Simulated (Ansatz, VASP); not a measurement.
**SnSe2 in VASP and in Ansatz**

```
CELL_PARAMETERS angstrom
3.80056 0.00000 0.00000
-1.90028 3.29138 0.00000
0.00000 0.00000 5.89112
ATOMIC_POSITIONS crystal
Sn 0.00000 0.00000 0.00000
Se 0.33333 0.66667 0.26769
Se 0.66667 0.33333 0.73231
```

Alike in both runs: functional LDA; k mesh 14 × 14 × 10; occupations gaussian, width 0.02 eV; no spin polarisation.

Ansatz relaxed the structure, and its values are those at the end. VASP's run is a single point on that final structure, the one shown.

|  | VASP | Ansatz |
| --- | --- | --- |
| version | VASP 6.6.1 | Ansatz 0.2.0 |
| potentials or method | VASP PAW LDA potentials, release 64 (Sn_d, Se) | scalar-relativistic, plane waves, PAW |
| plane-wave cutoff (eV) | 520 | 420 |
| valence electrons in the cell | 26 | 46 |

Ansatz gave:

```
gap on the k mesh at the Fermi level (eV) : 0.19
least direct gap on the mesh (eV)         : 0.68
pressure (GPa)                            : 0.0
rms of the force components (eV/Å)        : 0.000
```

**Question.** Estimate VASP's values.

**Answer.** gap on the k mesh at the Fermi level (eV): 0.19; least direct gap on the mesh (eV): 0.69; pressure (GPa): 0.2; rms of the force components (eV/Å): 0.011.

LDA's correlation is that of Perdew and Zunger in VASP and of Perdew and Wang (1992) in Ansatz. VASP's potentials hold 26 valence electrons a cell and Ansatz's 46, so a difference there can come from the potentials and not from the codes.
